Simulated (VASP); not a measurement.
# K (Im-3m) in VASP: single point with PBEsol

Aim: the single point of K with PBEsol.

Everything below comes from runs of VASP 6.6.1. Logs are shortened: lines on timing, memory, paths and dates and some standing lists are left out, and cuts for length are marked.

## (1) The cell of the first run

It takes space group Im-3m (No. 229, cubic). The conventional cell has a = 5.225 Å, b = 5.225 Å, c = 5.225 Å, α = 90.00°, β = 90.00°, γ = 90.00°.

## (2) Single point, PBEsol

The input, INCAR:

```
ALGO = Normal
EDIFF = 1E-6
ENCUT = 520
GGA = PS
ISIF = 2
ISMEAR = -1
LASPH = T
LCHARG = T
LELF = T
LREAL = F
LVHAR = T
LWAVE = F
NBANDS = 10
NELM = 60
PREC = Accurate
SIGMA = 0.05
```

The input, KPOINTS:

```
k-points
0
Gamma
  6 6 6
```

The input, POSCAR:

```
K
1.0
   -2.6125000000      2.6125000000      2.6125000000
    2.6125000000     -2.6125000000      2.6125000000
    2.6125000000      2.6125000000     -2.6125000000
K
1
Direct
    0.0000000000      0.0000000000      0.0000000000
```

Potentials or basis: VASP PAW PBE potentials, release 64 (K_sv).

Launch:

```
$ cat potpaw_PBE.64/K_sv/POTCAR > POTCAR
$ mpirun -np 1 vasp_std > vasp.out
```

OUTCAR:

```text
EDIFF = 1E-6
   ENCUT = 520
   GGA = PS
   ISIF = 2
   ISMEAR = -1
   LASPH = T
   LREAL = F
   NELM = 60
   PREC = Accurate

 ion  position               nearest neighbor table
   1  0.000  0.000  0.000-

  LATTYP: Found a body centered cubic cell.
 ALAT       =     5.2250000000

  Lattice vectors:

 A1 = (  -2.6125000000,   2.6125000000,   2.6125000000)
 A2 = (   2.6125000000,  -2.6125000000,   2.6125000000)
 A3 = (   2.6125000000,   2.6125000000,  -2.6125000000)

Analysis of symmetry for initial positions (statically):
=====================================================================
 Subroutine PRICEL returns:
 Original cell was already a primitive cell.

 Routine SETGRP: Setting up the symmetry group for a
 body centered cubic supercell.

 Subroutine GETGRP returns: Found 48 space group operations
[... 9 lines left out ...]

 Routine SETGRP: Setting up the symmetry group for a
 body centered cubic supercell.

 Subroutine GETGRP returns: Found 48 space group operations
[... 11 lines left out ...]
                                     Primitive cell

  volume of cell :      71.3229

  direct lattice vectors                    reciprocal lattice vectors
    -2.612500000  2.612500000  2.612500000     0.000000000  0.191387560  0.191387560
     2.612500000 -2.612500000  2.612500000     0.191387560  0.000000000  0.191387560
     2.612500000  2.612500000 -2.612500000     0.191387560  0.191387560  0.000000000

  length of vectors
     4.524982735  4.524982735  4.524982735     0.270662883  0.270662883  0.270662883

  position of ions in fractional coordinates (direct lattice)
     0.000000000  0.000000000  0.000000000

  ion indices of the primitive-cell ions
   primitive index   ion index
                 1           1

----------------------------------------------------------------------------------------

 KPOINTS: k-points

Automatic generation of k-mesh.
 Grid dimensions read from file:
 generate k-points for:    6    6    6

 Generating k-lattice:

  Cartesian coordinates                     Fractional coordinates (reciprocal lattice)
     0.000000000  0.031897927  0.031897927     0.166666667  0.000000000  0.000000000
     0.031897927  0.000000000  0.031897927     0.000000000  0.166666667  0.000000000
     0.031897927  0.031897927  0.000000000     0.000000000  0.000000000  0.166666667

  Length of vectors
     0.045110480  0.045110480  0.045110480

  Shift w.r.t. Gamma in fractional coordinates (k-lattice)
     0.000000000  0.000000000  0.000000000

 Subroutine IBZKPT returns following result:
 ===========================================

 Found     16 irreducible k-points:

 Following reciprocal coordinates:
            Coordinates               Weight
  0.000000  0.000000  0.000000      1.000000
  0.166667  0.000000  0.000000     12.000000
  0.333333  0.000000  0.000000     12.000000
  0.500000  0.000000  0.000000      6.000000
  0.166667  0.166667  0.000000     24.000000
  0.333333  0.166667  0.000000     48.000000
[... 8 lines left out ...]
  0.500000  0.500000  0.333333     12.000000
  0.500000  0.500000  0.500000      1.000000
   k-points           NKPTS =     16   k-points in BZ     NKDIM =     16   number of bands    NBANDS=     10
   number of dos      NEDOS =    301   number of ions     NIONS =      1
   total plane-waves  NPLWV =  46656
   dimension x,y,z NGX =    36 NGY =   36 NGZ =   36
   dimension x,y,z NGXF=    72 NGYF=   72 NGZF=   72
   ions per type =               1
   NGX,Y,Z   is equivalent  to a cutoff of  13.23, 13.23, 13.23 a.u.
   NGXF,Y,Z  is equivalent  to a cutoff of  26.45, 26.45, 26.45 a.u.
 SYSTEM =  unknown system
   PREC   = accura    normal or accurate (medium, high low for compatibility)
   ISTART =      0    job   : 0-new  1-cont  2-samecut
   ICHARG =      2    charge: 1-file 2-atom 10-const
   ISPIN  =      1    spin polarized calculation?
   LNONCOLLINEAR =      F non collinear calculations
   LSORBIT =      F    spin-orbit coupling
   LASPH  =      T    aspherical Exc in radial PAW
   ENCUT  =  520.0 eV  38.22 Ry    6.18 a.u.   8.41  8.41  8.41*2*pi/ulx,y,z
   NELM   =     60;   NELMIN=  2; NELMDL= -5     # of ELM steps
   EDIFF  = 0.1E-05   stopping-criterion for ELM
   LREAL  =      F    real-space projection
   EDIFFG = 0.1E-04   stopping-criterion for IOM
   NSW    =      0    number of steps for IOM
   IBRION =     -1    ionic relax: 0-MD 1-quasi-New 2-CG
   NFREE  =      0    steps in history (QN), initial steepest desc. (CG)
   ISIF   =      2    stress and relaxation
   ISYM   =      2    0-nonsym 1-usesym 2-fastsym
   POTIM  = 0.5000    time-step for ionic-motion
   TEBEG  =    0.0;   TEEND  =   0.0 temperature during run
   PSTRESS=    0.0 pullay stress
   NELECT =       9.0000    total number of electrons
   NUPDOWN=      -1.0000    fix difference up-down
   EMIN   =  10.00;   EMAX   =-10.00  energy-range for DOS
   EFERMI =   0.00;   METHOD = LEGACY
   ISMEAR =    -1;   SIGMA  =   0.05  broadening in eV -4-tet -1-fermi 0-gaus
   EFERMI_NEDOS =   21; number of points for ismear=-14 and -15
   IALGO  =     38    algorithm
   IMIX   =      4    mixing-type and parameters
     AMIX     =   0.40;   BMIX     =  1.00
     AMIX_MAG =   1.60;   BMIX_MAG =  1.00
  volume/ion in A,a.u.               =      71.32       481.31
  Fermi-wavevector in a.u.,A,eV,Ry     =   0.821131  1.551714  9.173822  0.674257
  Thomas-Fermi vector in A             =   1.932236
   LORBIT       =      0    0 simple, 1 ext, 2 COOP (PROOUT), +10 PAW based schemes
   GGA     = PS    functional components
   LHFCALC =     F    Hartree Fock is set to
   AEXX    =    0.0000 exact exchange contribution
   IVDW    =     0    specifies the selected vdW correction
   LEPSILON=     F    determine dielectric tensor
   LRPA    =     F    only Hartree local field effects (RPA)
 non-spin polarized calculation
  energy-cutoff  :      520.00
  volume of cell :       71.32
 maximum number of plane-waves:      1961
 NGX is ok and might be reduce to    36
   NGX = 17   NGY = 17   NGZ = 17

 number of electron       9.0000000 magnetization

 Free energy of the ion-electron system (eV)
  ---------------------------------------------------
  ext. energy  EPLUGINS =         0.00000000
  ---------------------------------------------------
  free energy    TOTEN  =        -1.12144049 eV

  energy without entropy =       -1.10601656  energy(sigma->0) =       -1.11372852

 E-fermi :  -0.0815     XC(G=0):  -5.7733

 val. band max:       -0.3497568679   @ k =   0.1667   0.1667   0.1667
 cond. band min:      -0.0689546683   @ k =   0.3333   0.1667   0.0000
 fundamental gap:      0.2808021995
 Fermi energy:        -0.0814737531

 k-point     1 :       0.0000    0.0000    0.0000
  band No.  band energies     occupation
      1     -32.0732      2.00000
      2     -15.5809      2.00000
      3     -15.5809      2.00000
      4     -15.5809      2.00000
      5      -2.3030      2.00000
      6       4.2252      0.00000
      7       4.2252      0.00000
      8       4.2252      0.00000
      9       5.1659      0.00000
     10       5.1659      0.00000

 k-point     2 :       0.1667    0.0000    0.0000
  band No.  band energies     occupation
      1     -32.0720      2.00000
      2     -15.6003      2.00000
      3     -15.5873      2.00000
      4     -15.5809      2.00000
      5      -1.9526      2.00000
      6       3.5882      0.00000
      7       3.8388      0.00000
      8       4.5096      0.00000
      9       4.9131      0.00000
     10       5.1066      0.00000

 k-point     3 :       0.3333    0.0000    0.0000
  band No.  band energies     occupation
      1     -32.0696      2.00000
      2     -15.6386      2.00000
      3     -15.6002      2.00000
      4     -15.5808      2.00000
      5      -0.9672      2.00000
      6       2.0715      0.00000
      7       3.2892      0.00000
      8       5.0085      0.00000
      9       5.2283      0.00000
     10       5.3291      0.00000

 k-point     4 :       0.5000    0.0000    0.0000
  band No.  band energies     occupation
      1     -32.0684      2.00000
      2     -15.6574      2.00000
      3     -15.6066      2.00000
      4     -15.5808      2.00000
      5       0.3421      0.00042
      6       0.6013      0.00000
      7       3.0731      0.00000
      8       4.8406      0.00000
      9       5.7050      0.00000
     10       5.9424      0.00000

 k-point     5 :       0.1667    0.1667    0.0000
  band No.  band energies     occupation
      1     -32.0702      2.00000
      2     -15.6263      2.00000
      3     -15.5953      2.00000
      4     -15.5853      2.00000
      5      -1.2829      2.00000
      6       2.7468      0.00000
      7       3.1411      0.00000
      8       4.7911      0.00000
      9       4.9009      0.00000
     10       5.5005      0.00000

 k-point     6 :       0.3333    0.1667    0.0000
  band No.  band energies     occupation
      1     -32.0684      2.00000
      2     -15.6477      2.00000
      3     -15.6104      2.00000
      4     -15.5869      2.00000
      5      -0.0690      0.87546
      6       1.4201      0.00000
      7       2.6404      0.00000
      8       4.6373      0.00000
      9       5.3057      0.00000
     10       5.7322      0.00000
[... 79 lines left out ...]
 k-point    13 :      -0.3333    0.5000    0.1667
  band No.  band energies     occupation
      1     -32.0669      2.00000
      2     -15.6426      2.00000
      3     -15.6256      2.00000
      4     -15.6006      2.00000
      5       0.4667      0.00003
      6       1.6067      0.00000
      7       2.3507      0.00000
      8       4.1929      0.00000
      9       4.6845      0.00000
     10       5.7665      0.00000

 k-point    14 :      -0.3333    0.3333    0.3333
  band No.  band energies     occupation
      1     -32.0665      2.00000
      2     -15.6312      2.00000
      3     -15.6216      2.00000
      4     -15.6216      2.00000
      5       0.1928      0.00826
      6       2.1093      0.00000
      7       3.3719      0.00000
      8       3.3719      0.00000
      9       4.0126      0.00000
     10       5.6593      0.00000

 k-point    15 :       0.5000    0.5000    0.3333
  band No.  band energies     occupation
      1     -32.0655      2.00000
      2     -15.6414      2.00000
      3     -15.6287      2.00000
      4     -15.6224      2.00000
      5       1.1893      0.00000
      6       1.4133      0.00000
      7       2.9674      0.00000
      8       3.3582      0.00000
      9       4.1483      0.00000
     10       6.2780      0.00000

 k-point    16 :       0.5000    0.5000    0.5000
  band No.  band energies     occupation
      1     -32.0645      2.00000
      2     -15.6360      2.00000
      3     -15.6360      2.00000
      4     -15.6360      2.00000
      5       1.5598      0.00000
      6       1.5598      0.00000
      7       3.4492      0.00000
      8       3.4492      0.00000
      9       3.4492      0.00000
     10       5.6201      0.00000

------------------------ aborting loop because EDIFF is reached ----------------------------------------

  FORCE on cell =-STRESS in cart. coord.  units (eV):
  Direction    XX          YY          ZZ          XY          YZ          ZX
  --------------------------------------------------------------------------------------
  -------------------------------------------------------------------------------------
  Total       -0.0011316     -0.0011316     -0.0011316     -0.0000000     -0.0000000     -0.0000000
  in kB       -0.0254206     -0.0254206     -0.0254206     -0.0000000     -0.0000000     -0.0000000
  external PRESSURE =      -0.0254206 kB  Pullay stress =       0.0000000 kB

 VOLUME and BASIS-vectors are now :
 -----------------------------------------------------------------------------
  energy-cutoff  :      520.00
  volume of cell :       71.32
      direct lattice vectors                 reciprocal lattice vectors
    -2.612500000  2.612500000  2.612500000     0.000000000  0.191387560  0.191387560
     2.612500000 -2.612500000  2.612500000     0.191387560  0.000000000  0.191387560
     2.612500000  2.612500000 -2.612500000     0.191387560  0.191387560  0.000000000

 POSITION                                       TOTAL-FORCE (eV/Angst)
 -----------------------------------------------------------------------------------
      0.00000      0.00000      0.00000         0.000000      0.000000     -0.000000
 -----------------------------------------------------------------------------------
    total drift:                               -0.000000      0.000000      0.000000

  FREE ENERGIE OF THE ION-ELECTRON SYSTEM (eV)
  ---------------------------------------------------
  free  energy   TOTEN  =        -1.1214404897 eV

  energy  without entropy=       -1.1060165599  energy(sigma->0) =       -1.11372852
```

It took 6.2 s on 1 thread of Intel Xeon 6975P-C (Granite Rapids), shared host; peak memory 0.19 GiB.

What came out:

- Free energy: -1.1214 eV
- Pressure: 0.0 GPa

Levels at points of the mesh, in eV from the Fermi level:
```
           k point  band 2  band 3  band 4  band 5  band 6  band 7
(0.00, 0.00, 0.00)  -15.50  -15.50  -15.50   -2.22    4.31    4.31
(0.50, 0.00, 0.00)  -15.58  -15.53  -15.50    0.42    0.68    3.15
(0.50, 0.50, 0.50)  -15.55  -15.55  -15.55    1.64    1.64    3.53
```

Caveat: the PAW data sets were made with another functional, which shifts forces and pressure a little.
